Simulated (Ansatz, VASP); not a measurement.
**CdS: VASP beside Ansatz**

```
Cd S
1.0
     0.00000    2.75324    2.75324
     2.75324    0.00000    2.75324
     2.75324    2.75324    0.00000
Cd S
1 1
Cartesian
  0.0000 0.0000 0.0000
  2.7532 2.7532 2.7532
```

Alike in both runs: task relaxation of cell and atoms; functional PBE; dispersion D3(BJ); k mesh 12 × 12 × 12; occupations gaussian, width 0.01 eV; no spin polarisation.

|  | VASP | Ansatz |
| --- | --- | --- |
| version | VASP 6.6.1 | Ansatz 0.2.0 |
| potentials or method | VASP PAW PBE potentials, release 64 (Cd, S), cutoff 500 eV | scalar-relativistic, plane waves, PAW |
| valence electrons in the cell | 18 | 26 |

```tsv
	VASP	Ansatz	Ansatz less VASP
gap on the k mesh at the Fermi level, each at its own relaxed structure (eV)	0.25	0.26	+0.006
relaxed volume (Å³/atom)	20.03	19.93	-0.106
relaxed cell length with the largest relative difference (Å)	3.841	3.834	-0.0068
```

VASP's potentials hold 18 valence electrons a cell and Ansatz's 26, so a difference there can come from the potentials and not from the codes.
